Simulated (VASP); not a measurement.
Write the native input for VASP 6.6.1 that does the following.

```yaml
Task: single point
Functional: PBE
Potentials_or_basis: VASP PAW PBE potentials, release 64 (Pb_d)
Cutoff: 520 eV
k_mesh: 14 × 14 × 14
Occupations: gaussian, width 0.1 eV
Spin: no spin polarisation
Dipole_correction: no
Further_INCAR_settings: ALGO = Normal; EDIFF = 1e-07; NBANDS = 21
```

The structure of Pb lies in POSCAR:

```
Pb
1.0
    0.0000000000      2.7326897405      2.7326897405
    2.7326897405      0.0000000000      2.7326897405
    2.7326897405      2.7326897405      0.0000000000
Pb
2
Direct
    0.5000000000      0.5000000000      0.5000000000
    0.7500000000      0.7500000000      0.7500000000
```

This isn't the form of Pb at room conditions, which is fcc.

This cell differs from its parent crystal: C replaced by Pb, lengths x 1.553, strained.

The input as run:

INCAR

```
SYSTEM = Pb
ALGO = Normal
EDIFF = 1E-7
ENCUT = 520
GGA = PE
ISIF = 2
ISMEAR = 0
LASPH = .TRUE.
LCHARG = .FALSE.
LREAL = .FALSE.
LWAVE = .FALSE.
NBANDS = 21
NELM = 80
PREC = Accurate
SIGMA = 0.1
```

KPOINTS

```
k-points
0
G
  14 14 14
  0 0 0
```

Potentials or basis: VASP PAW PBE potentials, release 64 (Pb_d).

Run with:

```bash
$ cat potpaw_PBE.64/Pb_d/POTCAR > POTCAR
$ mpirun -np 1 vasp_std > vasp.out
```

It gave:

```json
{
 "Pressure": "126.6 GPa",
 "Band gap on the k mesh": "zero (bands 14 and 15 overlap by 1.24 eV)"
}
```

Caveat: the cell differs from its parent crystal (C replaced by Pb, lengths x 1.553, strained); the cell stands under pressure; spin-orbit coupling is left out, which moves the levels of the heavy elements.

It took 2.5 min on 1 thread of Intel Xeon 8259CL, on a shared host, peak memory 0.22 GiB.
